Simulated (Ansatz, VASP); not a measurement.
As: VASP beside Ansatz

```
As
1.0
     2.05989    0.00000    0.00000
     0.00000    2.05989    0.00000
     0.00000    0.00000    2.05989
As
1
Direct
  0.00000 0.00000 0.00000
```

Change from the starting cell: volume scaled by 0.43, crystal datasets.

Alike in both runs: task single point; functional PBE; k mesh 15 × 15 × 15; occupations fermi-dirac, width 0.08 eV; no spin polarisation.

|  | VASP | Ansatz |
| --- | --- | --- |
| version | VASP 6.6.1 | Ansatz 0.2.0 |
| potentials or method | VASP PAW PBE potentials, release 64 (As), cutoff 520 eV | all-electron PAW with datasets made for the crystal, scalar-relativistic |

|  | VASP | Ansatz | Ansatz less VASP |
| --- | --- | --- | --- |
| pressure (GPa) | 439.6 | 420.2 | -19.39 |

Both programs put the cell under a high pressure, so it lies far from rest at this level. Ansatz ran all-electron here, and VASP with PAW potentials.

Noted on VASP's run: the cell as given lies far from equilibrium.
